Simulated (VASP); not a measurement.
# TaN (P6_3mc) in VASP: notebook

TaN is run at these levels: PBEsol; tasks: single point.

All numbers are computed with VASP 6.6.1; they aren't measurements. Logs are shortened: lines on timing, memory, paths and dates and some standing lists are left out, and cuts for length are marked.

## (1) The cell of the first run

The structure is hexagonal, space group P6_3mc (No. 186). Conventional cell: a = 3.050 Å, b = 3.050 Å, c = 4.989 Å, α = 90.00°, β = 90.00°, γ = 120.00°. Ta (site symmetry 3m) has 4 N at 1.85 to 1.92 Å within 2.5 Å. N (site symmetry 3m) has 4 Ta at 1.85 to 1.92 Å within 2.5 Å.

## (2) Single point, PBEsol (strain +0.0100 x Voigt [0, 0, 1, 0, 0, 0])

INCAR

```
SYSTEM = TaN
  PREC = Accurate
  ENCUT = 520
  EDIFF = 1E-7
  ISMEAR = 0
  SIGMA = 0.15
  LREAL = .FALSE.
  LASPH = .TRUE.
  NELM = 80
  ALGO = Normal
  ISIF = 2
  LWAVE = .FALSE.
  LCHARG = .TRUE.
  GGA = PS
  LELF = .TRUE.
  LVHAR = .TRUE.
  NBANDS = 24
```

KPOINTS

```
regular mesh
0
G
  18 18 10
  0 0 0
```

POSCAR

```
TaN
1.0
    3.0500010905      0.0000000000      0.0000000000
   -1.5250005453      2.6413784260      0.0000000000
    0.0000000000      0.0000000000      4.9894000000
Ta N
2 2
Direct
    0.3333333333      0.6666666667      0.0000000000
    0.6666666667      0.3333333333      0.5000000000
    0.3333333333      0.6666666667      0.3850000000
    0.6666666667      0.3333333333      0.8850000000
```

Potentials or basis: VASP PAW PBE potentials, release 64 (Ta_pv, N).

The run is started by

```sh
$ cat potpaw_PBE.64/Ta_pv/POTCAR potpaw_PBE.64/N/POTCAR > POTCAR
$ mpirun -np 1 vasp_std > vasp.out
```

OUTCAR:

```text
SYSTEM = TaN
   PREC = Accurate
   ENCUT = 520
   EDIFF = 1E-7
   ISMEAR = 0
   LREAL = .FALSE.
   LASPH = .TRUE.
   NELM = 80
   ISIF = 2
   GGA = PS

 ion  position               nearest neighbor table
   1  0.333  0.667  0.000-   4 1.85   4 1.85   4 1.85   3 1.92   2 3.05   2 3.05   2 3.05   2 3.05
                             2 3.05   2 3.05
   2  0.667  0.333  0.500-   3 1.85   3 1.85   3 1.85   4 1.92   1 3.05   1 3.05   1 3.05   1 3.05
                             1 3.05   1 3.05
   3  0.333  0.667  0.385-   2 1.85   2 1.85   2 1.85   1 1.92
   4  0.667  0.333  0.885-   1 1.85   1 1.85   1 1.85   2 1.92

  LATTYP: Found a hexagonal cell.
 ALAT       =     3.0500010905
 C/A-ratio  =     1.6358682676

  Lattice vectors:

 A1 = (   3.0500010905,   0.0000000000,   0.0000000000)
 A2 = (  -1.5250005453,   2.6413784260,   0.0000000000)
 A3 = (   0.0000000000,   0.0000000000,   4.9894000000)

Analysis of symmetry for initial positions (statically):
=====================================================================
 Subroutine PRICEL returns:
 Original cell was already a primitive cell.

 Routine SETGRP: Setting up the symmetry group for a
 hexagonal supercell.

 Subroutine GETGRP returns: Found 12 space group operations
 (whereof  6 operations were pure point group operations)
 out of a pool of 24 trial point group operations.

The static configuration has the point symmetry C_3v.
 The point group associated with its full space group is C_6v.

Analysis of symmetry for dynamics (positions and initial velocities):
=====================================================================
 Subroutine PRICEL returns:
 Original cell was already a primitive cell.

 Routine SETGRP: Setting up the symmetry group for a
 hexagonal supercell.

 Subroutine GETGRP returns: Found 12 space group operations
 (whereof  6 operations were pure point group operations)
 out of a pool of 24 trial point group operations.

The dynamic configuration has the point symmetry C_3v.
 The point group associated with its full space group is C_6v.

 Subroutine INISYM returns: Found 12 space group operations
 (whereof  6 operations are pure point group operations),
 and found     1 'primitive' translations

----------------------------------------------------------------------------------------

                                     Primitive cell

  volume of cell :      40.1956

  direct lattice vectors                    reciprocal lattice vectors
     3.050001090  0.000000000  0.000000000     0.327868735  0.189295103  0.000000000
    -1.525000545  2.641378426  0.000000000     0.000000000  0.378590205  0.000000000
     0.000000000  0.000000000  4.989400000     0.000000000  0.000000000  0.200424901

  length of vectors
     3.050001090  3.050001091  4.989400000     0.378590205  0.378590205  0.200424901

  position of ions in fractional coordinates (direct lattice)
     0.333333333  0.666666667  0.000000000
     0.666666667  0.333333333  0.500000000
     0.333333333  0.666666667  0.385000000
     0.666666667  0.333333333  0.885000000

  ion indices of the primitive-cell ions
   primitive index   ion index
                 1           1
                 2           2
                 3           3
                 4           4

----------------------------------------------------------------------------------------

 KPOINTS: regular mesh

Automatic generation of k-mesh.
 Grid dimensions read from file:
 generate k-points for:   18   18   10

 Generating k-lattice:

  Cartesian coordinates                     Fractional coordinates (reciprocal lattice)
     0.018214930  0.010516395  0.000000000     0.055555556  0.000000000  0.000000000
     0.000000000  0.021032789  0.000000000     0.000000000  0.055555556  0.000000000
     0.000000000  0.000000000  0.020042490     0.000000000  0.000000000  0.100000000

  Length of vectors
     0.021032789  0.021032789  0.020042490

  Shift w.r.t. Gamma in fractional coordinates (k-lattice)
     0.000000000  0.000000000  0.000000000

 Subroutine IBZKPT returns following result:
 ===========================================

 Found    222 irreducible k-points:

 Following reciprocal coordinates:
            Coordinates               Weight
  0.000000  0.000000  0.000000      1.000000
  0.055556 -0.000000  0.000000      6.000000
  0.111111 -0.000000  0.000000      6.000000
  0.166667 -0.000000  0.000000      6.000000
  0.222222 -0.000000  0.000000      6.000000
  0.277778  0.000000  0.000000      6.000000
[... 16 lines left out ...]
  0.333333  0.111111  0.000000     12.000000
  0.388889  0.111111  0.000000     12.000000
 [... further k-points ...]
   k-points           NKPTS =    222   k-points in BZ     NKDIM =    222   number of bands    NBANDS=     24
   number of dos      NEDOS =    301   number of ions     NIONS =      4
   total plane-waves  NPLWV =  23040
   dimension x,y,z NGX =    24 NGY =   24 NGZ =   40
   dimension x,y,z NGXF=    48 NGYF=   48 NGZF=   80
   ions per type =               2   2
   NGX,Y,Z   is equivalent  to a cutoff of  13.08, 13.08, 13.33 a.u.
   NGXF,Y,Z  is equivalent  to a cutoff of  26.16, 26.16, 26.66 a.u.
 SYSTEM =  TaN
   PREC   = accura    normal or accurate (medium, high low for compatibility)
   ISTART =      0    job   : 0-new  1-cont  2-samecut
   ICHARG =      2    charge: 1-file 2-atom 10-const
   ISPIN  =      1    spin polarized calculation?
   LNONCOLLINEAR =      F non collinear calculations
   LSORBIT =      F    spin-orbit coupling
   LASPH  =      T    aspherical Exc in radial PAW
   ENCUT  =  520.0 eV  38.22 Ry    6.18 a.u.   5.67  5.67  9.28*2*pi/ulx,y,z
   NELM   =     80;   NELMIN=  2; NELMDL= -5     # of ELM steps
   EDIFF  = 0.1E-06   stopping-criterion for ELM
   LREAL  =      F    real-space projection
   EDIFFG = 0.1E-05   stopping-criterion for IOM
   NSW    =      0    number of steps for IOM
   IBRION =     -1    ionic relax: 0-MD 1-quasi-New 2-CG
   NFREE  =      0    steps in history (QN), initial steepest desc. (CG)
   ISIF   =      2    stress and relaxation
   ISYM   =      2    0-nonsym 1-usesym 2-fastsym
   POTIM  = 0.5000    time-step for ionic-motion
   TEBEG  =    0.0;   TEEND  =   0.0 temperature during run
   PSTRESS=    0.0 pullay stress
   NELECT =      32.0000    total number of electrons
   NUPDOWN=      -1.0000    fix difference up-down
   EMIN   =  10.00;   EMAX   =-10.00  energy-range for DOS
   EFERMI =   0.00;   METHOD = LEGACY
   ISMEAR =     0;   SIGMA  =   0.15  broadening in eV -4-tet -1-fermi 0-gaus
   EFERMI_NEDOS =   21; number of points for ismear=-14 and -15
   IALGO  =     38    algorithm
   IMIX   =      4    mixing-type and parameters
     AMIX     =   0.40;   BMIX     =  1.00
     AMIX_MAG =   1.60;   BMIX_MAG =  1.00
  volume/ion in A,a.u.               =      10.05        67.81
  Fermi-wavevector in a.u.,A,eV,Ry     =   1.517278  2.867240 31.322417  2.302133
  Thomas-Fermi vector in A             =   2.626555
   LORBIT       =      0    0 simple, 1 ext, 2 COOP (PROOUT), +10 PAW based schemes
   GGA     = PS    functional components
   LHFCALC =     F    Hartree Fock is set to
   AEXX    =    0.0000 exact exchange contribution
   IVDW    =     0    specifies the selected vdW correction
   LEPSILON=     F    determine dielectric tensor
   LRPA    =     F    only Hartree local field effects (RPA)
 non-spin polarized calculation
 Gauss-broadening in eV      SIGMA  =   0.15
  energy-cutoff  :      520.00
  volume of cell :       40.20
 maximum number of plane-waves:      1105
 NGX is ok and might be reduce to    24
   NGX = 11   NGY = 11   NGZ = 19

 number of electron      32.0000000 magnetization

 Free energy of the ion-electron system (eV)
  ---------------------------------------------------
  ext. energy  EPLUGINS =         0.00000000
  ---------------------------------------------------
  free energy    TOTEN  =       -41.09881231 eV

  energy without entropy =      -41.08196768  energy(sigma->0) =      -41.09038999

 E-fermi :   9.4692     XC(G=0): -13.6418

 val. band max:        9.4659958065   @ k =   0.3889   0.1111   0.0000
 cond. band min:       9.4761857720   @ k =   0.1667   0.1111   0.5000
 fundamental gap:      0.0101899656
 Fermi energy:         9.4691661685

 k-point     1 :       0.0000    0.0000    0.0000
  band No.  band energies     occupation
      1     -26.5179      2.00000
      2     -25.4653      2.00000
      3     -25.4653      2.00000
      4     -25.2883      2.00000
      5     -25.2883      2.00000
      6     -25.2269      2.00000
[... 16 lines left out ...]
     23      16.1076      0.00000
     24      16.1076      0.00000

 k-point     2 :       0.0556   -0.0000    0.0000
  band No.  band energies     occupation
      1     -26.5070      2.00000
      2     -25.4980      2.00000
      3     -25.4746      2.00000
      4     -25.3256      2.00000
      5     -25.2937      2.00000
      6     -25.2315      2.00000
[... 16 lines left out ...]
     23      16.1121      0.00000
     24      16.1996      0.00000

 k-point     3 :       0.1111   -0.0000    0.0000
  band No.  band energies     occupation
      1     -26.4756      2.00000
      2     -25.5908      2.00000
      3     -25.5012      2.00000
      4     -25.4309      2.00000
      5     -25.3096      2.00000
      6     -25.2454      2.00000
[... 16 lines left out ...]
     23      16.1262      0.00000
     24      16.6126      0.00000
[... 514 lines left out ...]
 k-point    23 :       0.3333    0.1111    0.0000
  band No.  band energies     occupation
      1     -26.4325      2.00000
      2     -26.2678      2.00000
      3     -25.9761      2.00000
      4     -25.7825      2.00000
      5     -25.5259      2.00000
      6     -25.4677      2.00000
[... 16 lines left out ...]
     23      16.0585      0.00000
     24      17.2731      0.00000

 k-point    24 :       0.3889    0.1111    0.0000
  band No.  band energies     occupation
      1     -26.4980      2.00000
      2     -26.3321      2.00000
      3     -25.9300      2.00000
      4     -25.8078      2.00000
      5     -25.5487      2.00000
      6     -25.5155      2.00000
[... 16 lines left out ...]
     23      15.8293      0.00000
     24      16.7957      0.00000

 [... further k-points ...]

------------------------ aborting loop because EDIFF is reached ----------------------------------------

  FORCE on cell =-STRESS in cart. coord.  units (eV):
  Direction    XX          YY          ZZ          XY          YZ          ZX
  --------------------------------------------------------------------------------------
  -------------------------------------------------------------------------------------
  Total       33.3722223     33.3722223     25.8112364     -0.0000000      0.0000000      0.0000000
  in kB     1330.1994582   1330.1994583   1028.8224863     -0.0000000      0.0000000      0.0000000
  external PRESSURE =    1229.7404676 kB  Pullay stress =       0.0000000 kB

 VOLUME and BASIS-vectors are now :
 -----------------------------------------------------------------------------
  energy-cutoff  :      520.00
  volume of cell :       40.20
      direct lattice vectors                 reciprocal lattice vectors
     3.050001090  0.000000000  0.000000000     0.327868735  0.189295103  0.000000000
    -1.525000545  2.641378426  0.000000000     0.000000000  0.378590205  0.000000000
     0.000000000  0.000000000  4.989400000     0.000000000  0.000000000  0.200424901

 POSITION                                       TOTAL-FORCE (eV/Angst)
 -----------------------------------------------------------------------------------
     -0.00000      1.76092      0.00000        -0.000000     -0.000000      2.818118
      1.52500      0.88046      2.49470         0.000000      0.000000      2.818118
     -0.00000      1.76092      1.92092         0.000000      0.000000     -2.818118
      1.52500      0.88046      4.41562        -0.000000     -0.000000     -2.818118
 -----------------------------------------------------------------------------------
    total drift:                               -0.000000      0.000000      0.000611

  FREE ENERGIE OF THE ION-ELECTRON SYSTEM (eV)
  ---------------------------------------------------
  free  energy   TOTEN  =       -41.0988123067 eV

  energy  without entropy=      -41.0819676752  energy(sigma->0) =      -41.09038999
```

It took 5.3 min on 1 thread of Intel Xeon 8259CL, shared host; peak memory 0.3 GiB.

What came out:

- Free energy: -41.0988 eV
- Pressure: 123.0 GPa
- Largest force: 2.818 eV/Å
- Band gap on the k mesh: zero (bands 16 and 17 overlap by 2.84 eV)

Forces in eV/Å, atoms in the order of the input:
```
Ta   0.000  0.000  2.818
Ta   0.000  0.000  2.818
N    0.000  0.000 -2.818
N    0.000  0.000 -2.818
```

Stress tensor (GPa, compression positive):
```
133.02   0.00   0.00
  0.00 133.02   0.00
  0.00   0.00 102.88
```

Caveat: the cell differs from its parent crystal (strain +0.0100 x Voigt [0, 0, 1, 0, 0, 0]); the stress differs along the axes, from 103 to 133 GPa; the PAW data sets were made with another functional, which shifts forces and pressure a little; spin-orbit coupling is left out, which moves the levels of the heavy elements.

(Continued in part 2 of 2.)
